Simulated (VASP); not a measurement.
The system is Si.

```
Si
1.0
    -1.77007    1.77007    1.77007
     1.77007   -1.77007    1.77007
     1.77007    1.77007   -1.77007
Si
1
Direct
  0.00000 0.00000 0.00000
```

This isn't the form of Si at room conditions, which is diamond.

| Quantity | Value |
| --- | --- |
| Program | VASP 6.6.1 |
| Task | relaxation of cell and atoms |
| Functional | r2SCAN |
| Potentials or basis | VASP PAW PBE potentials, release 64 (Si) |
| Cutoff | 550 eV |
| k mesh | 6 × 6 × 6 |
| Occupations | gaussian, width 0.1 eV |
| Spin | no spin polarisation |

At the start: pressure -15.3 GPa; volume 22.18 Å³/atom.

Q: Where does the relaxation end?

A: Over 6 steps the energy falls by 500.9 meV/atom and the volume is 14.12 Å³/atom (-36.3 %); space group Im-3m (No. 229, to 0.1 Å) before and after.

The path:
| step | energy change (eV) | largest force (eV/Å) | pressure (GPa) | volume (Å³) |
| --- | --- | --- | --- | --- |
| 1 | 0.0000 | 0.0000 | -15.25 | 22.18 |
| 2 | -0.4478 | 0.0000 | -5.83 | 16.07 |
| 3 | -0.4922 | 0.0000 | -4.21 | 14.78 |
| 4 | -0.4085 | 0.0000 | 19.18 | 12.40 |
| 5 | -0.5006 | 0.0000 | -0.87 | 14.26 |
| 6 | -0.5009 | 0.0000 | 0.12 | 14.12 |

Final structure:
```
Si
1.0
    -1.52273    1.52273    1.52273
     1.52273   -1.52273    1.52273
     1.52273    1.52273   -1.52273
Si
1
Cartesian
  0.0000 0.0000 0.0000
```

Caveat: the k points lie up to 0.49 Å⁻¹ apart in the final cell, too coarse for converged energies and pressures of a metal; the volume moved by over 15 % at a fixed basis, so the end points are rough; the PAW data sets were made with another functional, which shifts forces and pressure a little.
